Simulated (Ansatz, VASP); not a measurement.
Given: the input of a run of VASP 6.6.1 on Ir.

Contents of POSCAR:

```
Ir
1.0
    0.0000000000      1.9027432368      1.9027432368
    1.9027432368      0.0000000000      1.9027432368
    1.9027432368      1.9027432368      0.0000000000
Ir
1
Direct
    0.0000000000      0.0000000000      0.0000000000
```

The input INCAR.step1:

```
  PREC = Accurate
  ENCUT = 550
  ISMEAR = -1
  SIGMA = 0.05
  LREAL = False
  LASPH = True
  NELM = 120
  NBANDS = 14
  GGA = PE
  ALGO = Normal
  EDIFF = 1E-5
  LWAVE = True
  LCHARG = False
  GGA_COMPAT = False
```

INCAR.step2

```
  PREC = Accurate
  ENCUT = 550
  EDIFF = 1E-6
  ISMEAR = -1
  SIGMA = 0.05
  LREAL = False
  LASPH = True
  NELM = 120
  ALGO = Normal
  ISIF = 2
  LWAVE = False
  LCHARG = False
  METAGGA = R2SCAN
  LMIXTAU = True
  NBANDS = 14
  ISTART = 1
  GGA_COMPAT = False
```

The input KPOINTS:

```
regular mesh
0
Gamma
  12 12 12
```

Potentials or basis: VASP PAW PBE potentials, release 64 (Ir_sv_GW).

Run with:

```console
$ cat potpaw_PBE.64/Ir_sv_GW/POTCAR > POTCAR
$ cp INCAR.step1 INCAR
$ mpirun -np 1 vasp_std > vasp.out
$ cp INCAR.step2 INCAR
$ mpirun -np 1 vasp_std > vasp.out
```

Q: Set up the same calculation for Ansatz 0.2.0. Potentials there: Ansatz PAW.

A: As run (the cutoff follows the program's own potentials):

File input.yaml:

```yaml
crystal:
  lattice:
    - [0.0, 1.9027432368, 1.9027432368]
    - [1.9027432368, 0.0, 1.9027432368]
    - [1.9027432368, 1.9027432368, 0.0]
  atoms:
    - { symbol: Ir, position: [0.0, 0.0, 0.0] }
hamiltonian:
  xc: r2scan
  pseudopotentials: { kind: paw }
kpoints:
  mp_grid: { grid: [12, 12, 12] }
scf:
  occupations: { method: fermi_dirac, width: 0.05 }
output:
  forces: true
  stress: true
  eigenvalues: true
```

Potentials or basis: Ansatz PAW.

The run is started by

```console
$ ansatz run input.yaml --threads 1 --pin off --max-ram 3584MiB --backend cpu --events-out ev --progress --plain --runs-dir out
```

Both were run:

|  | VASP | Ansatz | Ansatz less VASP |
| --- | --- | --- | --- |
| gap on the k mesh at the Fermi level (eV) | none | none | - |
| pressure (GPa) | 9.7 | 11.9 | +2.21 |

VASP's potentials were made for PBE, not for r2SCAN. A gap of «none» marks a metal or a gap that the smearing closes.

Neither program's run includes spin-orbit coupling.
